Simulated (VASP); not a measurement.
A run of VASP 6.6.1 is set up as follows.

Contents of INCAR:

```
ALGO = Normal
EDIFF = 1E-6
ENCUT = 500
GGA = PE
GGA_COMPAT = F
ISIF = 2
ISMEAR = 0
LASPH = T
LCHARG = T
LELF = T
LREAL = F
LVHAR = T
LWAVE = F
NBANDS = 36
NELM = 120
PREC = Accurate
SIGMA = 0.2
```

KPOINTS

```
k-points
0
Gamma
  3 3 3
```

File POSCAR:

```
Cd2Se5
1.0
    6.6143269292      0.0000000000      0.0000000000
    0.0000000000      6.6143269292      0.0000000000
    0.0000000000      0.0000000000      5.0707722716
Cd Se
2 5
Direct
    0.0000000000      0.0000000000      0.0000000000
    0.5000000000      0.5000000000      0.0000000000
    0.2279998263      0.5000000000      0.5000000000
    0.7720001737      0.5000000000      0.5000000000
    0.5000000000      0.2279998263      0.5000000000
    0.5000000000      0.7720001737      0.5000000000
    0.0000000000      0.0000000000      0.5000000000
```

Potentials or basis: VASP PAW PBE potentials, release 64 (Cd, Se).

The run is started by

```sh
$ cat potpaw_PBE.64/Cd/POTCAR potpaw_PBE.64/Se/POTCAR > POTCAR
$ mpirun -np 1 vasp_std > vasp.out
```

Problem. Estimate the pressure.

Solution. 0.3 GPa.

Problem. Predict the largest force.

Solution. 0.023 eV/Å.

Problem. Estimate the band gap on the k mesh.

Solution. Zero (band 27 reaches 1.68 eV, above the bottom of band 28 at 0.95 eV).

Forces in eV/Å, atoms in the order of the input:
```
Cd   0.000  0.000  0.000
Cd   0.000  0.000  0.000
Se  -0.023  0.000  0.000
Se   0.023  0.000  0.000
Se   0.000 -0.023  0.000
Se   0.000  0.023  0.000
Se   0.000  0.000  0.000
```

Caveat: the k points lie up to 0.41 Å⁻¹ apart.
